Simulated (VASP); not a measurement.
# MgB (P4/mmm) in VASP: further runs

MgB is run at these levels: PBE; tasks: single point.

Everything below comes from runs of VASP 6.6.1. Logs are shortened: lines on timing, memory, paths and dates and some standing lists are left out, and cuts for length are marked.

### 1 The cell of the first run

It takes space group P4/mmm (No. 123, tetragonal). The conventional cell has a = 3.011 Å, b = 3.011 Å, c = 2.895 Å, α = 90.00°, β = 90.00°, γ = 90.00°. Within 3.4 Å of Mg (site symmetry 4/mmm) lie 8 B at 2.57 Å and 6 Mg at 2.90 to 3.01 Å. B (site symmetry 4/mmm) has 8 Mg at 2.57 Å and 6 B at 2.90 to 3.01 Å within 3.4 Å.

### 2 Single point, PBE

The input, INCAR:

```
SYSTEM = MgB
PREC     = Accurate       ! precision mode
ENCUT    = 520            ! plane-wave cutoff, eV
EDIFF    = 1E-7           ! SCF threshold, eV
ISMEAR   = -1             ! smearing method
SIGMA    = 0.05           ! smearing width, eV
LREAL    = .FALSE.        ! projectors in reciprocal space
LASPH    = .TRUE.         ! aspherical terms in the spheres
NELM     = 60             ! most SCF steps
ALGO     = Normal         ! electronic algorithm
ISIF     = 2              ! what is computed and relaxed
LWAVE    = .FALSE.        ! write WAVECAR
LCHARG   = .FALSE.        ! write CHGCAR
GGA      = PE             ! functional
NBANDS   = 10             ! bands
```

The input, KPOINTS:

```
regular mesh
0
G
  7 7 8
  0 0 0
```

The input, POSCAR:

```
MgB
1.0
    3.0109560000      0.0000000000      0.0000000000
    0.0000000000      3.0109560000      0.0000000000
    0.0000000000      0.0000000000      2.8951500000
Mg B
1 1
Direct
    0.0000000000      0.0000000000      0.0000000000
    0.5000000000      0.5000000000      0.5000000000
```

Potentials or basis: VASP PAW PBE potentials, release 64 (Mg, B).

Launch:

```sh
$ cat potpaw_PBE.64/Mg/POTCAR potpaw_PBE.64/B/POTCAR > POTCAR
$ mpirun -np 1 vasp_std > vasp.out
```

OUTCAR:

```text
SYSTEM = MgB
   PREC = Accurate
   ENCUT = 520
   EDIFF = 1E-7
   ISMEAR = -1
   LREAL = .FALSE.
   LASPH = .TRUE.
   NELM = 60
   ISIF = 2
   GGA = PE

 ion  position               nearest neighbor table
   1  0.000  0.000  0.000-   2 2.57   2 2.57   2 2.57   2 2.57   2 2.57   2 2.57   2 2.57   2 2.57

   2  0.500  0.500  0.500-   1 2.57   1 2.57   1 2.57   1 2.57   1 2.57   1 2.57   1 2.57   1 2.57

  LATTYP: Found a simple tetragonal cell.
 ALAT       =     3.0109560000
 C/A-ratio  =     0.9615384615

  Lattice vectors:

 A1 = (   3.0109560000,   0.0000000000,   0.0000000000)
 A2 = (   0.0000000000,   3.0109560000,   0.0000000000)
 A3 = (   0.0000000000,   0.0000000000,   2.8951500000)

Analysis of symmetry for initial positions (statically):
=====================================================================
 Subroutine PRICEL returns:
 Original cell was already a primitive cell.

 Routine SETGRP: Setting up the symmetry group for a
 simple tetragonal supercell.

 Subroutine GETGRP returns: Found 16 space group operations
 (whereof 16 operations were pure point group operations)
 out of a pool of 16 trial point group operations.

The static configuration has the point symmetry D_4h.

Analysis of symmetry for dynamics (positions and initial velocities):
=====================================================================
 Subroutine PRICEL returns:
 Original cell was already a primitive cell.

 Routine SETGRP: Setting up the symmetry group for a
 simple tetragonal supercell.

 Subroutine GETGRP returns: Found 16 space group operations
 (whereof 16 operations were pure point group operations)
 out of a pool of 16 trial point group operations.

The dynamic configuration has the point symmetry D_4h.

 Subroutine INISYM returns: Found 16 space group operations
 (whereof 16 operations are pure point group operations),
 and found     1 'primitive' translations

----------------------------------------------------------------------------------------

                                     Primitive cell

  volume of cell :      26.2470

  direct lattice vectors                    reciprocal lattice vectors
     3.010956000  0.000000000  0.000000000     0.332120430  0.000000000  0.000000000
     0.000000000  3.010956000  0.000000000     0.000000000  0.332120430  0.000000000
     0.000000000  0.000000000  2.895150000     0.000000000  0.000000000  0.345405247

  length of vectors
     3.010956000  3.010956000  2.895150000     0.332120430  0.332120430  0.345405247

  position of ions in fractional coordinates (direct lattice)
     0.000000000  0.000000000  0.000000000
     0.500000000  0.500000000  0.500000000

  ion indices of the primitive-cell ions
   primitive index   ion index
                 1           1
                 2           2

----------------------------------------------------------------------------------------

 KPOINTS: regular mesh

Automatic generation of k-mesh.
 Grid dimensions read from file:
 generate k-points for:    7    7    8

 Generating k-lattice:

  Cartesian coordinates                     Fractional coordinates (reciprocal lattice)
     0.047445776  0.000000000  0.000000000     0.142857143  0.000000000  0.000000000
     0.000000000  0.047445776  0.000000000     0.000000000  0.142857143  0.000000000
     0.000000000  0.000000000  0.043175656     0.000000000  0.000000000  0.125000000

  Length of vectors
     0.047445776  0.047445776  0.043175656

  Shift w.r.t. Gamma in fractional coordinates (k-lattice)
     0.000000000  0.000000000  0.000000000

 Subroutine IBZKPT returns following result:
 ===========================================

 Found     50 irreducible k-points:

 Following reciprocal coordinates:
            Coordinates               Weight
  0.000000  0.000000  0.000000      1.000000
  0.142857  0.000000  0.000000      4.000000
  0.285714  0.000000  0.000000      4.000000
  0.428571  0.000000  0.000000      4.000000
  0.142857  0.142857  0.000000      4.000000
  0.285714  0.142857  0.000000      8.000000
[... 16 lines left out ...]
  0.285714  0.000000  0.250000      8.000000
  0.428571  0.000000  0.250000      8.000000
 [... further k-points ...]
   k-points           NKPTS =     50   k-points in BZ     NKDIM =     50   number of bands    NBANDS=     10
   number of dos      NEDOS =    301   number of ions     NIONS =      2
   total plane-waves  NPLWV =  13824
   dimension x,y,z NGX =    24 NGY =   24 NGZ =   24
   dimension x,y,z NGXF=    48 NGYF=   48 NGZF=   48
   ions per type =               1   1
   NGX,Y,Z   is equivalent  to a cutoff of  13.25, 13.25, 13.78 a.u.
   NGXF,Y,Z  is equivalent  to a cutoff of  26.50, 26.50, 27.56 a.u.
 SYSTEM =  MgB
   PREC   = accura    normal or accurate (medium, high low for compatibility)
   ISTART =      0    job   : 0-new  1-cont  2-samecut
   ICHARG =      2    charge: 1-file 2-atom 10-const
   ISPIN  =      1    spin polarized calculation?
   LNONCOLLINEAR =      F non collinear calculations
   LSORBIT =      F    spin-orbit coupling
   LASPH  =      T    aspherical Exc in radial PAW
   ENCUT  =  520.0 eV  38.22 Ry    6.18 a.u.   5.60  5.60  5.38*2*pi/ulx,y,z
   NELM   =     60;   NELMIN=  2; NELMDL= -5     # of ELM steps
   EDIFF  = 0.1E-06   stopping-criterion for ELM
   LREAL  =      F    real-space projection
   EDIFFG = 0.1E-05   stopping-criterion for IOM
   NSW    =      0    number of steps for IOM
   IBRION =     -1    ionic relax: 0-MD 1-quasi-New 2-CG
   NFREE  =      0    steps in history (QN), initial steepest desc. (CG)
   ISIF   =      2    stress and relaxation
   ISYM   =      2    0-nonsym 1-usesym 2-fastsym
   POTIM  = 0.5000    time-step for ionic-motion
   TEBEG  =    0.0;   TEEND  =   0.0 temperature during run
   PSTRESS=    0.0 pullay stress
   NELECT =       5.0000    total number of electrons
   NUPDOWN=      -1.0000    fix difference up-down
   EMIN   =  10.00;   EMAX   =-10.00  energy-range for DOS
   EFERMI =   0.00;   METHOD = LEGACY
   ISMEAR =    -1;   SIGMA  =   0.05  broadening in eV -4-tet -1-fermi 0-gaus
   EFERMI_NEDOS =   21; number of points for ismear=-14 and -15
   IALGO  =     38    algorithm
   IMIX   =      4    mixing-type and parameters
     AMIX     =   0.40;   BMIX     =  1.00
     AMIX_MAG =   1.60;   BMIX_MAG =  1.00
  volume/ion in A,a.u.               =      13.12        88.56
  Fermi-wavevector in a.u.,A,eV,Ry     =   0.941972  1.780070 12.072614  0.887312
  Thomas-Fermi vector in A             =   2.069536
   LORBIT       =      0    0 simple, 1 ext, 2 COOP (PROOUT), +10 PAW based schemes
   GGA     = PE    functional components
   LHFCALC =     F    Hartree Fock is set to
   AEXX    =    0.0000 exact exchange contribution
   IVDW    =     0    specifies the selected vdW correction
   LEPSILON=     F    determine dielectric tensor
   LRPA    =     F    only Hartree local field effects (RPA)
 non-spin polarized calculation
  energy-cutoff  :      520.00
  volume of cell :       26.25
 maximum number of plane-waves:       723
 NGX is ok and might be reduce to    24
   NGX = 11   NGY = 11   NGZ = 11

 number of electron       5.0000000 magnetization

 Free energy of the ion-electron system (eV)
  ---------------------------------------------------
  ext. energy  EPLUGINS =         0.00000000
  ---------------------------------------------------
  free energy    TOTEN  =        -6.58045768 eV

  energy without entropy =       -6.57553832  energy(sigma->0) =       -6.57799800

 E-fermi :   4.0240     XC(G=0): -10.0649

 val. band max:        3.9520108371   @ k =   0.4286   0.2857   0.2500
 cond. band min:       4.0440810156   @ k =   0.4286   0.4286   0.3750
 fundamental gap:      0.0920701785
 Fermi energy:         4.0239763265

 k-point     1 :       0.0000    0.0000    0.0000
  band No.  band energies     occupation
      1      -6.2244      2.00000
      2       6.1499      0.00000
      3       6.1499      0.00000
      4       7.0152      0.00000
      5      10.6842      0.00000
      6      10.8717      0.00000
      7      12.3504      0.00000
      8      20.8146      0.00000
      9      20.8146      0.00000
     10      21.4712      0.00000

 k-point     2 :       0.1429    0.0000    0.0000
  band No.  band energies     occupation
      1      -5.9288      2.00000
      2       4.2228      0.03680
      3       6.3186      0.00000
      4       7.1724      0.00000
      5      11.1031      0.00000
      6      12.4357      0.00000
      7      12.9880      0.00000
      8      19.3008      0.00000
      9      20.3268      0.00000
     10      20.4392      0.00000

 k-point     3 :       0.2857    0.0000    0.0000
  band No.  band energies     occupation
      1      -5.0639      2.00000
      2       1.4011      2.00000
      3       6.7479      0.00000
      4       7.5675      0.00000
      5      12.0017      0.00000
      6      13.2548      0.00000
      7      15.1206      0.00000
      8      17.0361      0.00000
      9      18.2873      0.00000
     10      19.5753      0.00000

 k-point     4 :       0.4286    0.0000    0.0000
  band No.  band energies     occupation
      1      -3.7970      2.00000
      2      -0.9196      2.00000
      3       7.1634      0.00000
      4       7.9416      0.00000
      5      13.2950      0.00000
      6      14.2662      0.00000
      7      15.0614      0.00000
      8      15.5859      0.00000
      9      16.8798      0.00000
     10      16.9283      0.00000
[... 222 lines left out ...]
 k-point    22 :       0.1429    0.0000    0.2500
  band No.  band energies     occupation
      1      -4.9604      2.00000
      2       2.8846      2.00000
      3       4.9905      0.00000
      4       6.8790      0.00000
      5      12.1252      0.00000
      6      12.9779      0.00000
      7      14.9096      0.00000
      8      17.7477      0.00000
      9      18.1920      0.00000
     10      21.0380      0.00000

 k-point    23 :       0.2857    0.0000    0.2500
  band No.  band energies     occupation
      1      -4.1185      2.00000
      2       2.1982      2.00000
      3       3.6553      1.99875
      4       7.3234      0.00000
      5      11.2895      0.00000
      6      12.9552      0.00000
      7      15.8147      0.00000
      8      17.6144      0.00000
      9      18.6517      0.00000
     10      19.6170      0.00000

 k-point    24 :       0.4286    0.0000    0.2500
  band No.  band energies     occupation
      1      -2.8995      2.00000
      2      -0.0042      2.00000
      3       4.3974      0.00114
      4       7.7534      0.00000
      5       9.5720      0.00000
      6      14.0911      0.00000
      7      15.3775      0.00000
      8      16.3191      0.00000
      9      18.8077      0.00000
     10      20.1250      0.00000

 [... further k-points ...]
[... 5 lines left out ...]
  --------------------------------------------------------------------------------------
  -------------------------------------------------------------------------------------
  Total       -1.2471089     -1.2471089     -0.3750488      0.0000000     -0.0000000      0.0000000
  in kB      -76.1263618    -76.1263618    -22.8938311      0.0000000     -0.0000000      0.0000000
  external PRESSURE =     -58.3821849 kB  Pullay stress =       0.0000000 kB

 VOLUME and BASIS-vectors are now :
 -----------------------------------------------------------------------------
  energy-cutoff  :      520.00
  volume of cell :       26.25
      direct lattice vectors                 reciprocal lattice vectors
     3.010956000  0.000000000  0.000000000     0.332120430  0.000000000  0.000000000
     0.000000000  3.010956000  0.000000000     0.000000000  0.332120430  0.000000000
     0.000000000  0.000000000  2.895150000     0.000000000  0.000000000  0.345405247

 POSITION                                       TOTAL-FORCE (eV/Angst)
 -----------------------------------------------------------------------------------
      0.00000      0.00000      0.00000         0.000000      0.000000      0.000000
      1.50548      1.50548      1.44758         0.000000      0.000000      0.000000
 -----------------------------------------------------------------------------------
    total drift:                                0.000000     -0.000000     -0.000000

  FREE ENERGIE OF THE ION-ELECTRON SYSTEM (eV)
  ---------------------------------------------------
  free  energy   TOTEN  =        -6.5804576802 eV

  energy  without entropy=       -6.5755383186  energy(sigma->0) =       -6.57799800
```

Run time: 4.2 s. Hardware: 1 thread of Intel Xeon 6975P-C, shared host; peak memory 0.14 GiB.

What came out:

```
Free energy : -6.5805 eV
Pressure    : -5.8 GPa
```

### 3 Single point, PBE

This run uses another cell than the first one, of 11.18 Å³/atom, 0.852 times its volume.

The input, INCAR:

```
PREC = Accurate ; ENCUT = 520
EDIFF = 1E-6 ; ISMEAR = -1
SIGMA = 0.05 ; LREAL = F
LASPH = T ; NELM = 80
ALGO = Normal ; ISIF = 2
LWAVE = F ; LCHARG = F
GGA = PE ; NBANDS = 10
```

The input, KPOINTS:

```
regular mesh
0
Gamma
  8 8 8
```

The input, POSCAR:

```
MgB
1.0
    2.7793440000      0.0000000000      0.0000000000
    0.0000000000      2.7793440000      0.0000000000
    0.0000000000      0.0000000000      2.8951500000
Mg B
1 1
Direct
    0.0000000000      0.0000000000      0.0000000000
    0.5000000000      0.5000000000      0.5000000000
```

Potentials or basis: VASP PAW PBE potentials, release 64 (Mg, B).

Launch:

```sh
$ cat potpaw_PBE.64/Mg/POTCAR potpaw_PBE.64/B/POTCAR > POTCAR
$ mpirun -np 1 vasp_std > vasp.out
```

It took 5.2 s on 1 thread of Intel Xeon 6975P-C, shared host; peak memory 0.15 GiB.

The run converged. Its results:

- Free energy: -6.5495 eV
- Pressure: 7.8 GPa

Stress tensor (GPa, compression positive):
```
8.33 0.00 0.00
0.00 8.33 0.00
0.00 0.00 6.63
```

Levels at points of the mesh, in eV from the Fermi level:
```
           k point  band 1  band 2  band 3  band 4  band 5  band 6  band 7
(0.00, 0.00, 0.00)  -11.36    1.92    2.93    2.93    6.58    7.41   10.25
(0.50, 0.00, 0.00)   -7.90   -6.09    3.26    4.18   10.94   10.95   12.32
(0.50, 0.50, 0.00)   -4.70   -3.47   -3.47    2.11    4.87   13.10   13.10
(0.00, 0.00, 0.50)   -8.28   -6.32    3.96    3.96   11.21   11.89   12.61
(0.50, 0.00, 0.50)   -5.10   -3.76   -3.63    1.69    5.45   13.76   14.07
(0.50, 0.50, 0.50)   -1.64   -1.64   -1.49   -1.46    4.10    4.10    4.25
```

### 4 Single point, PBE

This run uses another cell than the first one, of 11.65 Å³/atom, 0.888 times its volume.

The input, INCAR:

```
PREC = Accurate
ENCUT = 520
EDIFF = 1E-7
ISMEAR = -1
SIGMA = 0.05
LREAL = F
LASPH = T
NELM = 100
ALGO = Normal
ISIF = 2
LWAVE = F
LCHARG = F
GGA = PE
NBANDS = 10
```

The input, KPOINTS:

```
Automatic mesh
0
Gamma
  8 8 8
```

The input, POSCAR:

```
MgB
1.0
    2.8372470000      0.0000000000      0.0000000000
    0.0000000000      2.8372470000      0.0000000000
    0.0000000000      0.0000000000      2.8951500000
Mg B
1 1
Direct
    0.0000000000      0.0000000000      0.0000000000
    0.5000000000      0.5000000000      0.5000000000
```

Launch:

```sh
$ cat potpaw_PBE.64/Mg/POTCAR potpaw_PBE.64/B/POTCAR > POTCAR
$ mpirun -np 1 vasp_std > vasp.out
```

Wall time 5.2 s (1 thread of Intel Xeon 6975P-C, shared host); peak memory 0.15 GiB.

The run converged. Its results:

```yaml
Free_energy: -6.5853 eV
Pressure: 3.7 GPa
```

Stress tensor (GPa, compression positive):
```
4.01 0.00 0.00
0.00 4.01 0.00
0.00 0.00 2.94
```

Levels at points of the mesh, in eV from the Fermi level:
```
           k point  band 1  band 2  band 3  band 4  band 5  band 6  band 7  band 8
(0.00, 0.00, 0.00)  -11.07    2.21    2.70    2.70    6.82    7.19    9.54   18.56
(0.50, 0.00, 0.00)   -7.79   -5.92    3.46    3.89   10.84   10.94   12.12   12.34
(0.50, 0.50, 0.00)   -4.78   -3.39   -3.39    1.89    4.91   12.97   12.97   14.18
(0.00, 0.00, 0.50)   -7.97   -6.03    3.79    3.79   11.03   11.21   12.15   12.36
(0.50, 0.00, 0.50)   -4.97   -3.53   -3.47    1.69    5.18   13.29   13.44   14.69
(0.50, 0.50, 0.50)   -1.65   -1.48   -1.48   -1.39    4.03    4.03    4.11   10.64
```

### 5 Single point, PBE

This run uses another cell than the first one, of 11.89 Å³/atom, 0.906 times its volume.

The input, INCAR:

```
  ALGO = Normal
  EDIFF = 1E-6
  ENCUT = 520
  GGA = PE
  ISIF = 2
  ISMEAR = -1
  LASPH = True
  LCHARG = True
  LELF = True
  LREAL = False
  LVHAR = True
  LWAVE = False
  NBANDS = 10
  NELM = 80
  PREC = Accurate
  SIGMA = 0.05
```

The input, KPOINTS:

```
k-points
0
Gamma
  8 8 8
```

The input, POSCAR:

```
MgB
1.0
    2.8661985000      0.0000000000      0.0000000000
    0.0000000000      2.8661985000      0.0000000000
    0.0000000000      0.0000000000      2.8951500000
Mg B
1 1
Direct
    0.0000000000      0.0000000000      0.0000000000
    0.5000000000      0.5000000000      0.5000000000
```

Launch:

```sh
$ cat potpaw_PBE.64/Mg/POTCAR potpaw_PBE.64/B/POTCAR > POTCAR
$ mpirun -np 1 vasp_std > vasp.out
```

Run time: 4.4 s. Hardware: 1 thread of Intel Xeon 6975P-C, shared host; peak memory 0.15 GiB.

Results (log left out):

```yaml
Free_energy: -6.5946 eV
Pressure: 1.9 GPa
```

Stress tensor (GPa, compression positive):
```
2.11 0.00 0.00
0.00 2.11 0.00
0.00 0.00 1.52
```

Levels at points of the mesh, in eV from the Fermi level:
```csv
k point,band 1,band 2,band 3,band 4,band 5,band 6,band 7,band 8
"(0.00, 0.00, 0.00)",-10.93,2.35,2.59,2.59,6.92,7.10,9.22,18.35
"(0.50, 0.00, 0.00)",-7.74,-5.84,3.55,3.76,10.73,10.92,11.85,12.21
"(0.50, 0.50, 0.00)",-4.81,-3.35,-3.35,1.79,4.93,12.91,12.91,14.24
"(0.00, 0.00, 0.50)",-7.82,-5.90,3.71,3.71,10.89,10.95,11.88,12.24
"(0.50, 0.00, 0.50)",-4.91,-3.42,-3.39,1.69,5.06,13.06,13.14,14.49
"(0.50, 0.50, 0.50)",-1.72,-1.41,-1.41,-1.36,4.00,4.00,4.04,10.38
```

### 6 The runs side by side

```csv
cell,k mesh,gap on the mesh (eV),pressure (GPa)
"a = 3.011, b = 3.011, c = 2.895 Å, 2 atoms",7 × 7 × 8,none,-5.8
"a = 2.779, b = 2.779, c = 2.895 Å, 2 atoms",8 × 8 × 8,none,7.8
"a = 2.837, b = 2.837, c = 2.895 Å, 2 atoms",8 × 8 × 8,none,3.7
"a = 2.866, b = 2.866, c = 2.895 Å, 2 atoms",8 × 8 × 8,none,1.9
```

Alike in all rows: task single point; level PBE; potentials or basis VASP PAW PBE potentials, release 64 (Mg, B); no spin polarisation; cutoff (eV) 520; smearing fermi-dirac 0.05 eV.

Total energies depend on the potentials used, so only differences within one code and one set of settings carry meaning.
